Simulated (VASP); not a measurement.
A run of VASP 6.6.1:

The input INCAR:

```
SYSTEM = AlN
ALGO = Normal ; EDIFF = 1E-6
ENCUT = 520 ; GGA = PE
ISIF = 2 ; ISMEAR = -1
LASPH = .TRUE. ; LCHARG = .FALSE.
LREAL = .FALSE. ; LWAVE = .FALSE.
NBANDS = 16 ; NELM = 100
PREC = Accurate ; SIGMA = 0.02
```

File KPOINTS:

```
k-points
0
G
  12 12 4
  0 0 0
```

The input POSCAR:

```
AlN
1.0
    3.1130000000      0.0778250000      0.0778250000
   -1.4891015000      2.6570275000      0.0284860000
    0.1245250000      0.1245250000      4.9810000000
Al N
2 2
Direct
    0.3333333333      0.6666666667      0.0000000000
    0.6666666667      0.3333333333      0.5000000000
    0.3333333333      0.6666666667      0.3800000000
    0.6666666667      0.3333333333      0.8800000000
```

Potentials or basis: VASP PAW PBE potentials, release 64 (Al, N).

The run is started by

```sh
$ cat potpaw_PBE.64/Al/POTCAR potpaw_PBE.64/N/POTCAR > POTCAR
$ mpirun -np 1 vasp_std > vasp.out
```

Hardware: 1 thread of Intel(R) Xeon(R) 6975P-C (Granite Rapids), with other jobs on the host.

Question: How long does it take, and how much memory?

Answer: Wall time 54 s on 1 thread of Intel(R) Xeon(R) 6975P-C (Granite Rapids) (shared host), peak memory 0.27 GiB. Counts: scf iterations 13, k points 292.
